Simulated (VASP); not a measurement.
AgPt3:

```
Ag Pt
1.0
     0.00000    3.09500    3.09500
     3.09500    0.00000    3.09500
     3.09500    3.09500    0.00000
Ag Pt
1 3
Direct
  0.00000 0.00000 0.00000
  0.50000 0.50000 0.50000
  0.25000 0.25000 0.25000
  0.75000 0.75000 0.75000
```

- Program: VASP 6.6.1
- Task: relaxation of cell and atoms
- Functional: LDA
- Potentials or basis: VASP PAW LDA potentials, release 64 (Ag, Pt)
- Cutoff: 500 eV
- k mesh: 5 × 5 × 5
- Occupations: methfessel-paxton, width 0.1 eV
- Spin: no spin polarisation

At the start: pressure 5.5 GPa; volume 14.82 Å³/atom.

Question: Where does the relaxation end?

Answer: Over 3 steps the energy falls by 5.1 meV/atom and the volume is 15.14 Å³/atom (+2.1 %); space group Fm-3m (No. 225, to 0.1 Å) before and after.

Step by step:
```csv
step,energy change (eV),largest force (eV/Å),pressure (GPa),volume (Å³)
1,0.0000,0.0000,5.46,59.29
2,0.0992,0.0000,-11.30,63.74
3,-0.0206,0.0000,-0.10,60.55
```

Final structure:
```
Ag Pt
1.0
     0.00000    3.11673    3.11673
     3.11673    0.00000    3.11673
     3.11673    3.11673    0.00000
Ag Pt
1 3
Direct
  0.00000 0.00000 0.00000
  0.50000 0.50000 0.50000
  0.25000 0.25000 0.25000
  0.75000 0.75000 0.75000
```
